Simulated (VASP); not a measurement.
Set up this calculation in VASP 6.6.1, as the native input.

```
Task                            : G0W0 quasiparticle levels
Functional                      : PBEsol
Potentials or basis             : VASP PAW PBE potentials, release 64 (Ba_sv_GW, O_GW)
Cutoff                          : 500 eV
k mesh                          : 4 × 4 × 4
Occupations                     : gaussian, width 0.01 eV
Spin                            : no spin polarisation
Dipole correction               : no
GW scheme                       : G0W0
GW iterations                   : 1
Cutoff of the response function : 180
Frequency points                : 96
Empty bands                     : 224
Further INCAR settings          : ALGO = EVGW0; EDIFF = 1e-08; NBANDS = 232
```

The system is BaO.

```
Ba O
1.0
     0.00000    2.71761    2.76573
     2.71761    0.00000    2.76573
     2.71761    2.71761    0.00000
Ba O
1 1
Direct
  0.00000 0.00000 0.00000
  0.50000 0.50000 0.50000
```

The input as run:

POSCAR

```
BaO
1.0
    0.0000000000      2.7176118866      2.7657308867
    2.7176118866      0.0000000000      2.7657308867
    2.7176118866      2.7176118866      0.0000000000
Ba O
1 1
Direct
    0.0000000000      0.0000000000      0.0000000000
    0.5000000000      0.5000000000      0.5000000000
```

INCAR.step1

```
ALGO = Normal
EDIFF = 1E-8
ENCUT = 500
GGA = PS
ISMEAR = 0
LASPH = True
LCHARG = False
LREAL = False
LWAVE = True
NELM = 80
PREC = Accurate
SIGMA = 0.01
```

INCAR.step2

```
ALGO = Exact
EDIFF = 1E-8
ENCUT = 500
GGA = PS
ISMEAR = 0
ISTART = 1
LASPH = True
LCHARG = False
LOPTICS = True
LREAL = False
LWAVE = True
NBANDS = 232
NELM = 1
PREC = Accurate
SIGMA = 0.01
```

INCAR.step3

```
ALGO = EVGW0
EDIFF = 1E-8
ENCUT = 500
ENCUTGW = 180.0
GGA = PS
ISMEAR = 0
ISTART = 1
LASPH = True
LCHARG = False
LREAL = False
LWAVE = False
NBANDS = 232
NBANDSGW = 16
NELMGW = 1
NOMEGA = 96
OMEGAMAX = 20
PREC = Accurate
PRECFOCK = Fast
SIGMA = 0.01
```

KPOINTS

```
k-points
0
Gamma
  4 4 4
```

Potentials or basis: VASP PAW PBE potentials, release 64 (Ba_sv_GW, O_GW).

Run with:

```bash
$ cat potpaw_PBE.64/Ba_sv_GW/POTCAR potpaw_PBE.64/O_GW/POTCAR > POTCAR
$ cp INCAR.step1 INCAR
$ mpirun -np 1 vasp_std > vasp.out
$ cp INCAR.step2 INCAR
$ mpirun -np 1 vasp_std > vasp.out
$ cp INCAR.step3 INCAR
$ mpirun -np 1 vasp_std > vasp.out
```

It gave:

```json
{"Quasiparticle gap": "3.06 eV", "Least direct quasiparticle gap": "3.06 eV", "Band gap of the starting levels on the mesh": "1.73 eV", "Least direct gap of the starting levels on the mesh": "1.73 eV"}
```

Caveat: the k points lie up to 0.50 Å⁻¹ apart; bands, screening cutoff and mesh are small and nothing is extrapolated, so the quasiparticle values aren't converged; spin-orbit coupling is left out, which moves the levels of the heavy elements.

It took 11 min on 1 thread of AMD EPYC 7R13 Processor (Zen 3), with other jobs on the host, peak memory 0.58 GiB.
